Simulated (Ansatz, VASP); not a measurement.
# AlSn in VASP and in Ansatz

File INCAR:

```
PREC = Accurate
ENCUT = 500
EDIFF = 1E-6
ISMEAR = -1
SIGMA = 0.08617333262145177
LREAL = F
LASPH = T
NELM = 120
ALGO = Normal
ISIF = 2
LWAVE = F
LCHARG = F
GGA = PE
NBANDS = 16
GGA_COMPAT = F
```

Contents of KPOINTS:

```
regular mesh
0
Gamma
  6 6 4
```

File POSCAR:

```
AlSn
1.0
    4.1981056157      0.0000000000      0.0000000000
   -2.0990528078      3.6356661109      0.0000000000
    0.0000000000      0.0000000000      3.3068470000
Al Sn
1 1
Direct
    0.0000000000      0.0000000000      0.0000000000
    0.3333333333      0.6666666667      0.5000000000
```

Input for Ansatz:

```yaml
crystal:
  lattice:
    - [4.1981056157, 0.0, 0.0]
    - [-2.0990528078, 3.6356661109, 0.0]
    - [0.0, 0.0, 3.306847]
  atoms:
    - { symbol: Al, position: [0.0, 0.0, 0.0] }
    - { symbol: Sn, position: [0.3333333333, 0.6666666667, 0.5] }
basis:
  ecutwfc: 420
kpoints:
  mp_grid: { grid: [6, 6, 4] }
hamiltonian:
  xc: pbe
scf:
  occupations: { method: fermi_dirac, width: "1000 K" }
  mixing: { beta: 0.084, ndim: 3 }
  max_iter: 80
  convergence: { dr2_threshold: "1e-11 eV" }
output:
  forces: true
  stress: true
  eigenvalues: true
```

Alike in both runs: task single point; functional PBE; k mesh 6 × 6 × 4; no spin polarisation.

|  | VASP | Ansatz |
| --- | --- | --- |
| version | VASP 6.6.1 | Ansatz 0.2.0 |
| potentials or method | VASP PAW PBE potentials, release 64 (Al, Sn_d), cutoff 500 eV | scalar-relativistic, plane waves, PAW |
| occupations | fermi-dirac, width 0.0861733 eV | fermi-dirac |
| valence electrons in the cell | 17 | 17 |

```csv
,VASP,Ansatz,Ansatz less VASP
gap on the k mesh at the Fermi level (eV),none,none,-
pressure (GPa),1.0,1.1,+0.04
"traceless stress, the component that is largest in VASP (GPa)",6.50,6.50,+0.003
```

A gap of «none» marks a metal or a gap that the smearing closes.

The k mesh is coarse, so the values compare programs but aren't converged.
